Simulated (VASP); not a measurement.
Input of a VASP 6.6.1 run:

INCAR

```
SYSTEM = WC
ALGO = Normal
EDIFF = 1E-7
ENCUT = 520
GGA = PE
ISIF = 2
ISMEAR = 0
LASPH = .TRUE.
LCHARG = .FALSE.
LREAL = .FALSE.
LWAVE = .FALSE.
NBANDS = 16
NELM = 80
PREC = Accurate
SIGMA = 0.15
```

The input KPOINTS:

```
k-points
0
G
  18 18 16
  0 0 0
```

The input POSCAR:

```
WC
1.0
    2.9005014360      0.0000000000      0.0000000000
   -1.4502507180      2.5119079273      0.0000000000
    0.0000000000      0.0000000000      2.8290000000
W C
1 1
Direct
   -0.0291432182      0.0796207527      0.0000000000
    0.6666666667      0.3333333333      0.5000000000
```

Potentials or basis: VASP PAW PBE potentials, release 64 (W_sv, C).

Launch:

```console
$ cat potpaw_PBE.64/W_sv/POTCAR potpaw_PBE.64/C/POTCAR > POTCAR
$ mpirun -np 1 vasp_std > vasp.out
```

Problem. Predict the largest force.

Solution. 4.925 eV/Å.

Problem. Estimate the pressure.

Solution. 23.5 GPa.

Forces on the atoms (eV/Å):
```
W    3.901 -3.006  0.000
C   -3.901  3.006  0.000
```

Caveat: the cell differs from its parent crystal (atom 1 (W) moved by (-0.200, +0.200) A along x and y); the stress differs along the axes, from 10 to 34 GPa; forces of over 1 eV/Å act on the atoms, so gaps and moduli don't describe the material at rest.
